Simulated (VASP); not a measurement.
Here is a VASP 6.6.1 calculation.

Contents of INCAR:

```
SYSTEM = BN
ALGO     = Normal         ! electronic algorithm
EDIFF    = 1E-7           ! SCF threshold, eV
ENCUT    = 520            ! plane-wave cutoff, eV
GGA      = PE             ! functional
ISIF     = 2              ! what is computed and relaxed
ISMEAR   = -1             ! smearing method
LASPH    = .TRUE.         ! aspherical terms in the spheres
LCHARG   = .FALSE.        ! write CHGCAR
LREAL    = .FALSE.        ! projectors in reciprocal space
LWAVE    = .FALSE.        ! write WAVECAR
NBANDS   = 16             ! bands
NELM     = 100            ! most SCF steps
PREC     = Accurate       ! precision mode
SIGMA    = 0.05           ! smearing width, eV
```

The input KPOINTS:

```
k-points
0
G
  12 12 6
  0 0 0
```

File POSCAR:

```
BN
1.0
    2.5360000000     -0.0253600000      0.0000000000
   -1.2899624000      2.2089200000      0.0000000000
    0.0000000000      0.0000000000      4.1990000000
B N
2 2
Direct
    0.6666666667      0.3333333333      0.0000000000
    0.3333333333      0.6666666667      0.5000000000
    0.6666666667      0.3333333333      0.3750000000
    0.3333333333      0.6666666667      0.8750000000
```

Potentials or basis: VASP PAW PBE potentials, release 64 (B, N).

Command:

```bash
$ cat potpaw_PBE.64/B/POTCAR potpaw_PBE.64/N/POTCAR > POTCAR
$ mpirun -np 1 vasp_std > vasp.out
```

Task: Estimate the pressure.

Result: 8.4 GPa.

Task: Predict the largest force.

Result: 0.125 eV/Å.

Stress tensor (GPa, compression positive):
```
8.84 8.58 0.00
8.58 8.94 0.00
0.00 0.00 7.47
```

Caveat: the cell stands under pressure.
